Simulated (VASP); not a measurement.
Wanted: the native input for a VASP 6.6.1 run.

| Property | Result |
| --- | --- |
| Task | single point |
| Functional | r2SCAN |
| Potentials or basis | VASP PAW PBE potentials, release 64 (W_sv) |
| Cutoff | 520 eV |
| k mesh | 18 × 18 × 18 |
| Occupations | gaussian, width 0.1 eV |
| Spin | no spin polarisation |
| Dipole correction | no |
| Further INCAR settings | ALGO = Normal; EDIFF = 1e-06; NBANDS = 13 |

The system is W.

```xyz
1
Lattice="-1.5999 1.5999 1.5999 1.5999 -1.5999 1.5999 1.5999 1.5999 -1.5999" Properties=species:S:1:pos:R:3 pbc="T T T"
W     0.0000    0.0000    0.0000
```

This cell differs from its parent crystal: volume scaled by 1.03.

These files were run (other wordings do the same):

POSCAR

```
W
1.0
   -1.5999068650      1.5999068650      1.5999068650
    1.5999068650     -1.5999068650      1.5999068650
    1.5999068650      1.5999068650     -1.5999068650
W
1
Direct
    0.0000000000      0.0000000000      0.0000000000
```

INCAR.step1

```
ALGO     = Normal         # electronic algorithm
EDIFF    = 1E-4           # SCF threshold, eV
ENCUT    = 520            # plane-wave cutoff, eV
GGA      = PE             # functional
ISMEAR   = 0              # smearing method
LASPH    = T              # aspherical terms in the spheres
LCHARG   = F              # write CHGCAR
LREAL    = F              # projectors in reciprocal space
LWAVE    = T              # write WAVECAR
NBANDS   = 13             # bands
NELM     = 80             # most SCF steps
PREC     = Accurate       # precision mode
SIGMA    = 0.1            # smearing width, eV
```

INCAR.step2

```
ALGO     = Normal         # electronic algorithm
EDIFF    = 1E-6           # SCF threshold, eV
ENCUT    = 520            # plane-wave cutoff, eV
ISIF     = 2              # what is computed and relaxed
ISMEAR   = 0              # smearing method
ISTART   = 1            
LASPH    = T              # aspherical terms in the spheres
LCHARG   = F              # write CHGCAR
LMIXTAU  = T            
LREAL    = F              # projectors in reciprocal space
LWAVE    = F              # write WAVECAR
METAGGA  = R2SCAN         # meta-GGA
NBANDS   = 13             # bands
NELM     = 80             # most SCF steps
PREC     = Accurate       # precision mode
SIGMA    = 0.1            # smearing width, eV
```

KPOINTS

```
k-points
0
Gamma
  18 18 18
```

Potentials or basis: VASP PAW PBE potentials, release 64 (W_sv).

Run with:

```sh
$ cat potpaw_PBE.64/W_sv/POTCAR > POTCAR
$ cp INCAR.step1 INCAR
$ mpirun -np 1 vasp_std > vasp.out
$ cp INCAR.step2 INCAR
$ mpirun -np 1 vasp_std > vasp.out
```

It gave:

```json
{"Pressure": "-7.7 GPa", "Band gap on the k mesh": "zero (band 7 reaches 15.92 eV, above the bottom of band 8 at 9.59 eV)"}
```

Caveat: the PAW data sets were made with another functional, which shifts forces and pressure a little; spin-orbit coupling is left out, which moves the levels of the heavy elements.

Wall time 47 s on 1 thread of Intel(R) Xeon(R) 6975P-C (Granite Rapids) (shared host), peak memory 0.17 GiB.
